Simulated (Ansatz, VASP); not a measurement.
# GaAs: VASP beside Ansatz

```
Ga As
1.0
     0.00000    2.87509    2.87509
     2.87509    0.00000    2.87509
     2.87509    2.87509    0.00000
Ga As
1 1
Direct
  0.00000 0.00000 0.00000
  0.75000 0.75000 0.75000
```

Alike in both runs: task relaxation of cell and atoms; functional LDA; k mesh 10 × 10 × 10; occupations gaussian, width 0.1 eV; no spin polarisation.

|  | VASP | Ansatz |
| --- | --- | --- |
| version | VASP 6.6.1 | Ansatz 0.2.0 |
| potentials or method | VASP PAW LDA potentials, release 64 (Ga_d, As), cutoff 600 eV | scalar-relativistic, plane waves, PAW |
| valence electrons in the cell | 18 | 28 |

Ansatz gave:

```
gap on the k mesh at the Fermi level, each at its own relaxed structure (eV) : 0.49
relaxed volume (Å³/atom)                                                     : 21.99
relaxed cell length with the largest relative difference (Å)                 : 3.962
```

Problem. What did VASP give for the same quantities?

Solution. gap on the k mesh at the Fermi level, each at its own relaxed structure (eV): 0.50; relaxed volume (Å³/atom): 22.09; relaxed cell length with the largest relative difference (Å): 3.968.

Ansatz warns that its potentials were made for another functional, while VASP's fit it. LDA's correlation is that of Perdew and Zunger in VASP and of Perdew and Wang (1992) in Ansatz. VASP's potentials hold 18 valence electrons a cell and Ansatz's 28, so a difference there can come from the potentials and not from the codes.
